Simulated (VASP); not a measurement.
# MgO (Pm-3m) in VASP: single point with HSE06

Aim: the single point of MgO with HSE06.

Everything below comes from runs of VASP 6.6.1. Logs are shortened: lines on timing, memory, paths and dates and some standing lists are left out, and cuts for length are marked.

### 1 The cell of the first run

The structure is cubic, space group Pm-3m (No. 221). Conventional cell: a = 2.623 Å, b = 2.623 Å, c = 2.623 Å, α = 90.00°, β = 90.00°, γ = 90.00°. Within 3.0 Å of Mg (site symmetry m-3m) lie 8 O at 2.27 Å and 6 Mg at 2.62 Å. Within 3.0 Å of O (site symmetry m-3m) lie 8 Mg at 2.27 Å and 6 O at 2.62 Å.

### 2 Single point, HSE06

Contents of POSCAR:

```
MgO
1.0
    2.6233491285      0.0000000000      0.0000000000
    0.0000000000      2.6233491285      0.0000000000
    0.0000000000      0.0000000000      2.6233491285
Mg O
1 1
Direct
    0.0000000000      0.0000000000      0.0000000000
    0.5000000000      0.5000000000      0.5000000000
```

Contents of INCAR.step1:

```
SYSTEM = MgO
ALGO = Normal ; EDIFF = 1E-5
ENCUT = 520 ; GGA = PE
ISIF = 2 ; ISMEAR = 0
LASPH = .True. ; LREAL = .False.
LWAVE = .True. ; NBANDS = 11
NELM = 80 ; PREC = Accurate
SIGMA = 0.01
```

Contents of INCAR.step2:

```
SYSTEM = MgO
ALGO = Normal ; EDIFF = 1E-6
ENCUT = 520 ; GGA = PE
HFSCREEN = 0.2079 ; ISIF = 2
ISMEAR = 0 ; ISTART = 1
LASPH = .True. ; LCHARG = .True.
LELF = .True. ; LHFCALC = .True.
LREAL = .False. ; LVHAR = .True.
LWAVE = .False. ; NBANDS = 11
NELM = 80 ; PREC = Accurate
PRECFOCK = Normal ; SIGMA = 0.01
```

Contents of KPOINTS:

```
k-points
0
Gamma
  6 6 6
  0 0 0
```

Potentials or basis: VASP PAW PBE potentials, release 64 (Mg, O).

Command:

```bash
cat potpaw_PBE.64/Mg/POTCAR potpaw_PBE.64/O/POTCAR > POTCAR
cp INCAR.step1 INCAR
mpirun -np 1 vasp_std > vasp.out
cp INCAR.step2 INCAR
mpirun -np 1 vasp_std > vasp.out
```

OUTCAR:

```text
SYSTEM = MgO
   EDIFF = 1E-6
   ENCUT = 520
   GGA = PE
   HFSCREEN = 0.2079
   ISIF = 2
   ISMEAR = 0
   ISTART = 1
   LASPH = .True.
   LHFCALC = .True.
   LREAL = .False.
   NELM = 80
   PREC = Accurate
   PRECFOCK = Normal

 ion  position               nearest neighbor table
   1  0.000  0.000  0.000-   2 2.27   2 2.27   2 2.27   2 2.27   2 2.27   2 2.27   2 2.27   2 2.27

   2  0.500  0.500  0.500-   1 2.27   1 2.27   1 2.27   1 2.27   1 2.27   1 2.27   1 2.27   1 2.27

  LATTYP: Found a simple cubic cell.
 ALAT       =     2.6233491285

  Lattice vectors:

 A1 = (   2.6233491285,   0.0000000000,   0.0000000000)
 A2 = (   0.0000000000,   2.6233491285,   0.0000000000)
 A3 = (   0.0000000000,   0.0000000000,   2.6233491285)

Analysis of symmetry for initial positions (statically):
=====================================================================
 Subroutine PRICEL returns:
 Original cell was already a primitive cell.

 Routine SETGRP: Setting up the symmetry group for a
 simple cubic supercell.

 Subroutine GETGRP returns: Found 48 space group operations
 (whereof 48 operations were pure point group operations)
 out of a pool of 48 trial point group operations.

The static configuration has the point symmetry O_h .

Analysis of symmetry for dynamics (positions and initial velocities):
=====================================================================
 Subroutine PRICEL returns:
 Original cell was already a primitive cell.

 Routine SETGRP: Setting up the symmetry group for a
 simple cubic supercell.

 Subroutine GETGRP returns: Found 48 space group operations
 (whereof 48 operations were pure point group operations)
 out of a pool of 48 trial point group operations.

The dynamic configuration has the point symmetry O_h .

 Subroutine INISYM returns: Found 48 space group operations
 (whereof 48 operations are pure point group operations),
 and found     1 'primitive' translations

----------------------------------------------------------------------------------------

                                     Primitive cell

  volume of cell :      18.0538

  direct lattice vectors                    reciprocal lattice vectors
     2.623349129  0.000000000  0.000000000     0.381192114  0.000000000  0.000000000
     0.000000000  2.623349129  0.000000000     0.000000000  0.381192114  0.000000000
     0.000000000  0.000000000  2.623349129     0.000000000  0.000000000  0.381192114

  length of vectors
     2.623349129  2.623349129  2.623349129     0.381192114  0.381192114  0.381192114

  position of ions in fractional coordinates (direct lattice)
     0.000000000  0.000000000  0.000000000
     0.500000000  0.500000000  0.500000000

  ion indices of the primitive-cell ions
   primitive index   ion index
                 1           1
                 2           2

----------------------------------------------------------------------------------------

 KPOINTS: k-points

Automatic generation of k-mesh.
 Grid dimensions read from file:
 generate k-points for:    6    6    6

 Generating k-lattice:

  Cartesian coordinates                     Fractional coordinates (reciprocal lattice)
     0.063532019  0.000000000  0.000000000     0.166666667  0.000000000  0.000000000
     0.000000000  0.063532019  0.000000000     0.000000000  0.166666667  0.000000000
     0.000000000  0.000000000  0.063532019     0.000000000  0.000000000  0.166666667

  Length of vectors
     0.063532019  0.063532019  0.063532019

  Shift w.r.t. Gamma in fractional coordinates (k-lattice)
     0.000000000  0.000000000  0.000000000

 Subroutine IBZKPT returns following result:
 ===========================================

 Found     20 irreducible k-points:

 Following reciprocal coordinates:
            Coordinates               Weight
  0.000000  0.000000  0.000000      1.000000
  0.166667  0.000000  0.000000      6.000000
  0.333333  0.000000  0.000000      6.000000
  0.500000  0.000000  0.000000      3.000000
  0.166667  0.166667  0.000000     12.000000
  0.333333  0.166667  0.000000     24.000000
[... 12 lines left out ...]
  0.500000  0.500000  0.333333      6.000000
  0.500000  0.500000  0.500000      1.000000
   k-points           NKPTS =     20   k-points in BZ     NKDIM =    216   number of bands    NBANDS=     11
   number of dos      NEDOS =    301   number of ions     NIONS =      2
   total plane-waves  NPLWV =   8000
   dimension x,y,z NGX =    20 NGY =   20 NGZ =   20
   dimension x,y,z NGXF=    40 NGYF=   40 NGZF=   40
   ions per type =               1   1
   NGX,Y,Z   is equivalent  to a cutoff of  12.67, 12.67, 12.67 a.u.
   NGXF,Y,Z  is equivalent  to a cutoff of  25.35, 25.35, 25.35 a.u.
 SYSTEM =  MgO
   PREC   = accura    normal or accurate (medium, high low for compatibility)
   ISTART =      1    job   : 0-new  1-cont  2-samecut
   ICHARG =      0    charge: 1-file 2-atom 10-const
   ISPIN  =      1    spin polarized calculation?
   LNONCOLLINEAR =      F non collinear calculations
   LSORBIT =      F    spin-orbit coupling
   LASPH  =      T    aspherical Exc in radial PAW
   ENCUT  =  520.0 eV  38.22 Ry    6.18 a.u.   4.88  4.88  4.88*2*pi/ulx,y,z
   NELM   =     80;   NELMIN=  2; NELMDL=  0     # of ELM steps
   EDIFF  = 0.1E-05   stopping-criterion for ELM
   LREAL  =      F    real-space projection
   EDIFFG = 0.1E-04   stopping-criterion for IOM
   NSW    =      0    number of steps for IOM
   IBRION =     -1    ionic relax: 0-MD 1-quasi-New 2-CG
   NFREE  =      0    steps in history (QN), initial steepest desc. (CG)
   ISIF   =      2    stress and relaxation
   ISYM   =      3    0-nonsym 1-usesym 2-fastsym
   POTIM  = 0.5000    time-step for ionic-motion
   TEBEG  =    0.0;   TEEND  =   0.0 temperature during run
   PSTRESS=    0.0 pullay stress
   NELECT =       8.0000    total number of electrons
   NUPDOWN=      -1.0000    fix difference up-down
   EMIN   =  10.00;   EMAX   =-10.00  energy-range for DOS
   EFERMI =   0.00;   METHOD = LEGACY
   ISMEAR =     0;   SIGMA  =   0.01  broadening in eV -4-tet -1-fermi 0-gaus
   EFERMI_NEDOS =   21; number of points for ismear=-14 and -15
   IALGO  =     38    algorithm
   IMIX   =      1    mixing-type and parameters
     AMIX     =   0.40;   BMIX     =  1.00
     AMIX_MAG =   1.60;   BMIX_MAG =  1.00
  volume/ion in A,a.u.               =       9.03        60.92
  Fermi-wavevector in a.u.,A,eV,Ry     =   1.248098  2.358563 21.194461  1.557749
  Thomas-Fermi vector in A             =   2.382200
   LORBIT       =      0    0 simple, 1 ext, 2 COOP (PROOUT), +10 PAW based schemes
   GGA     = PE    functional components
   LHFCALC =     T    Hartree Fock is set to
   PRECFOCK=normal    Normal, Fast or Accurate (Low or Medium for compatibility)
   ENCUT4O =  -1.0   cutoff for four orbital integrals eV
   NKREDX  =     1    reduce k-point grid by
   NKREDY  =     1    reduce k-point grid by
   NKREDZ  =     1    reduce k-point grid by
   AEXX    =    0.2500 exact exchange contribution
   HFSCREEN=    0.2079 screening length (either q_TF or 0.3 A-1)
   HFSCREENC=   0.2079 screening length for correlation (either q_TF or 0.3 A-1)
   ENCUTFOCK=  -1.0 apply spherical cutoff to Coloumb kernel
   IVDW    =     0    specifies the selected vdW correction
   LEPSILON=     F    determine dielectric tensor
   LRPA    =     F    only Hartree local field effects (RPA)
 non-spin polarized calculation
 Gauss-broadening in eV      SIGMA  =   0.01
  energy-cutoff  :      520.00
  volume of cell :       18.05
 maximum number of plane-waves:       500
 NGX is ok and might be reduce to    20
  NGX = 16; NGY = 16; NGZ = 16

 number of electron       7.9999999 magnetization

 Free energy of the ion-electron system (eV)
  ---------------------------------------------------
  ext. energy  EPLUGINS =         0.00000000
  ---------------------------------------------------
  free energy    TOTEN  =       -12.60373913 eV

  energy without entropy =      -12.60373913  energy(sigma->0) =      -12.60373913

 E-fermi :   4.0920     XC(G=0):  -9.3229

 val. band max:        4.0160222961   @ k =   0.5000   0.5000   0.0000
 cond. band min:       8.1516271648   @ k =   0.0000   0.0000   0.0000
 fundamental gap:      4.1356048687
 Fermi energy:         4.0920354770

 k-point     1 :       0.0000    0.0000    0.0000
  band No.  band energies     occupation
      1     -16.2497      2.00000
      2       2.9133      2.00000
      3       2.9133      2.00000
      4       2.9133      2.00000
      5       8.1516      0.00000
      6      16.1919      0.00000
      7      16.1919      0.00000
      8      26.8155      0.00000
      9      26.8155      0.00000
     10      26.8155      0.00000
     11      33.7915      0.00000

 k-point     2 :       0.1667    0.0000    0.0000
  band No.  band energies     occupation
      1     -15.9668      2.00000
      2       0.9302      2.00000
      3       3.0295      2.00000
      4       3.0295      2.00000
      5       9.5282      0.00000
      6      16.7649      0.00000
      7      16.7962      0.00000
      8      26.2338      0.00000
      9      26.2338      0.00000
     10      27.3483      0.00000
     11      31.8975      0.00000

 k-point     3 :       0.3333    0.0000    0.0000
  band No.  band energies     occupation
      1     -15.3227      2.00000
      2      -1.8275      2.00000
      3       3.2735      2.00000
      4       3.2735      2.00000
      5      11.5332      0.00000
      6      16.5616      0.00000
      7      18.5562      0.00000
      8      24.8787      0.00000
      9      24.8787      0.00000
     10      26.5283      0.00000
     11      30.4187      0.00000

 k-point     4 :       0.5000    0.0000    0.0000
  band No.  band energies     occupation
      1     -14.9473      2.00000
      2      -2.9994      2.00000
      3       3.4017      2.00000
      4       3.4017      2.00000
      5      12.8313      0.00000
      6      15.6238      0.00000
      7      20.5104      0.00000
      8      23.3656      0.00000
      9      24.1762      0.00000
     10      24.1762      0.00000
     11      30.0513      0.00000

 k-point     5 :       0.1667    0.1667    0.0000
  band No.  band energies     occupation
      1     -15.6978      2.00000
      2       0.8024      2.00000
      3       1.6025      2.00000
      4       3.1526      2.00000
      5      10.7144      0.00000
      6      16.9203      0.00000
      7      17.3073      0.00000
      8      24.9379      0.00000
      9      26.0260      0.00000
     10      28.4336      0.00000
     11      29.0666      0.00000
[... 155 lines left out ...]
 k-point    17 :       0.3333    0.3333    0.3333
  band No.  band energies     occupation
      1     -13.8806      2.00000
      2      -0.0958      2.00000
      3       0.4474      2.00000
      4       0.4474      2.00000
      5      13.5366      0.00000
      6      15.1248      0.00000
      7      15.1248      0.00000
      8      22.5438      0.00000
      9      24.9653      0.00000
     10      24.9653      0.00000
     11      27.4109      0.00000

 k-point    18 :       0.5000    0.3333    0.3333
  band No.  band energies     occupation
      1     -13.6146      2.00000
      2      -0.6824      2.00000
      3       0.4896      2.00000
      4       0.7548      2.00000
      5      13.1017      0.00000
      6      14.1391      0.00000
      7      15.1570      0.00000
      8      23.4816      0.00000
      9      24.6340      0.00000
     10      24.8525      0.00000
     11      26.3938      0.00000

 k-point    19 :       0.5000    0.5000    0.3333
  band No.  band energies     occupation
      1     -13.3614      2.00000
      2      -0.2803      2.00000
      3      -0.2803      2.00000
      4       0.9239      2.00000
      5      12.3712      0.00000
      6      14.3192      0.00000
      7      14.3192      0.00000
      8      23.9387      0.00000
      9      24.1833      0.00000
     10      25.3982      0.00000
     11      25.3982      0.00000

 k-point    20 :       0.5000    0.5000    0.5000
  band No.  band energies     occupation
      1     -13.1113      2.00000
      2       0.0489      2.00000
      3       0.0489      2.00000
      4       0.0489      2.00000
      5      13.1999      0.00000
      6      13.1999      0.00000
      7      13.1999      0.00000
      8      22.5635      0.00000
      9      25.4085      0.00000
     10      25.4085      0.00000
     11      25.4085      0.00000

------------------------ aborting loop because EDIFF is reached ----------------------------------------

  FORCE on cell =-STRESS in cart. coord.  units (eV):
  Direction    XX          YY          ZZ          XY          YZ          ZX
  --------------------------------------------------------------------------------------
  -------------------------------------------------------------------------------------
  Total       -0.1338887     -0.1338887     -0.1338887      0.0000000     -0.0000000     -0.0000000
  in kB      -11.8819092    -11.8819092    -11.8819092      0.0000000     -0.0000000     -0.0000000
  external PRESSURE =     -11.8819092 kB  Pullay stress =       0.0000000 kB

 VOLUME and BASIS-vectors are now :
 -----------------------------------------------------------------------------
  energy-cutoff  :      520.00
  volume of cell :       18.05
      direct lattice vectors                 reciprocal lattice vectors
     2.623349129  0.000000000  0.000000000     0.381192114  0.000000000  0.000000000
     0.000000000  2.623349129  0.000000000     0.000000000  0.381192114  0.000000000
     0.000000000  0.000000000  2.623349129     0.000000000  0.000000000  0.381192114

 POSITION                                       TOTAL-FORCE (eV/Angst)
 -----------------------------------------------------------------------------------
      0.00000      0.00000      0.00000         0.000000      0.000000      0.000000
      1.31167      1.31167      1.31167         0.000000      0.000000      0.000000
 -----------------------------------------------------------------------------------
    total drift:                                0.000000      0.000000      0.000000

  FREE ENERGIE OF THE ION-ELECTRON SYSTEM (eV)
  ---------------------------------------------------
  free  energy   TOTEN  =       -12.6037391311 eV

  energy  without entropy=      -12.6037391311  energy(sigma->0) =      -12.60373913
```

Wall time 12 min (1 thread of AMD EPYC 7R13, shared host); peak memory 0.21 GiB.

Results:

| Quantity | Value |
| --- | --- |
| Free energy | -12.6037 eV |
| Pressure | -1.2 GPa |
| Band gap on the k mesh | 4.14 eV, indirect (least direct gap 5.24 eV) |

Caveat: the PAW data sets were made with another functional, which shifts forces and pressure a little. A k mesh can miss the band edges.
